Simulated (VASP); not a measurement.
## GaN: single point with PBE-based screened hybrid with 25 % exact exchange

GaN:

```xyz
2
Lattice="2.9250 0.0000 0.0000 -1.4625 2.5331 0.0000 0.0000 0.0000 2.6473" Properties=species:S:1:pos:R:3 pbc="T T T"
Ga    1.4625    0.8444    1.3236
N     0.0000    0.0000    0.0000
```

```
Program             : VASP 6.6.1
Task                : single point
Functional          : PBE-based screened hybrid with 25 % exact exchange
Potentials or basis : VASP PAW PBE potentials, release 64 (Ga_d, N)
Cutoff              : 520 eV
k mesh              : 5 × 5 × 5
Occupations         : fermi-dirac, width 0.05 eV
Spin                : no spin polarisation
```

```json
{"Pressure": "1.0 GPa", "Band gap on the k mesh": "0.66 eV (least direct gap 2.00 eV)"}
```

Stress tensor (GPa, compression positive):
```
0.89 0.00 0.00
0.00 0.89 0.00
0.00 0.00 1.08
```

Levels at points of the mesh, in eV from the valence-band top:
```tsv
k point	band 5	band 6	band 7	band 8	band 9	band 10	band 11	band 12	band 13	band 14
(0.00, 0.00, 0.00)	-17.47	-17.47	-1.76	-1.34	-1.34	0.66	10.76	10.76	11.52	15.97
```

It took 12 min on 1 thread of Intel(R) Xeon(R) Platinum 8488C (Sapphire Rapids) (shared host), peak memory 0.24 GiB.

Caveat: the k points lie up to 0.50 Å⁻¹ apart; the PAW data sets were made with another functional, which shifts forces and pressure a little. A k mesh can miss the band edges.
